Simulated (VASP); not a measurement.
Wanted: the native input for a VASP 6.6.1 run.

```yaml
Task: single point
Functional: PBE
Potentials_or_basis: VASP PAW PBE potentials, release 64 (Ga_d, Se)
Cutoff: 520 eV
k_mesh: 16 × 16 × 16
Occupations: gaussian, width 0.1 eV
Spin: no spin polarisation
Dipole_correction: no
Further_INCAR_settings: ALGO = Normal; EDIFF = 1e-06; NBANDS = 30
```

The structure of Ga3Se lies in POSCAR:

```
Ga3Se
1.0
   -2.0633960527      2.0633960527      4.9226277873
    2.0633960527     -2.0633960527      4.9226277873
    2.0633960527      2.0633960527     -4.9226277873
Ga Se
3 1
Direct
    0.5000000000      0.5000000000      0.0000000000
    0.2500000000      0.7500000000      0.5000000000
    0.7500000000      0.2500000000      0.5000000000
    0.0000000000      0.0000000000      0.0000000000
```

The input as run:

INCAR

```
ALGO = Normal
EDIFF = 1E-6
ENCUT = 520
GGA = PE
ISIF = 2
ISMEAR = 0
LASPH = T
LCHARG = T
LELF = T
LREAL = F
LVHAR = T
LWAVE = F
NBANDS = 30
NELM = 100
PREC = Accurate
SIGMA = 0.1
```

KPOINTS

```
k-points
0
Gamma
  16 16 16
```

Potentials or basis: VASP PAW PBE potentials, release 64 (Ga_d, Se).

Run with:

```sh
$ cat potpaw_PBE.64/Ga_d/POTCAR potpaw_PBE.64/Se/POTCAR > POTCAR
$ mpirun -np 1 vasp_std > vasp.out
```

Results of the run:

| Property | Result |
| --- | --- |
| Pressure | 0.1 GPa |
| Band gap on the k mesh | zero (an odd number of electrons rules out a gap without spin polarisation) |

Wall time 13 min on 1 thread of Intel(R) Xeon(R) 6975P-C (Granite Rapids), with other jobs on the host, peak memory 0.86 GiB.
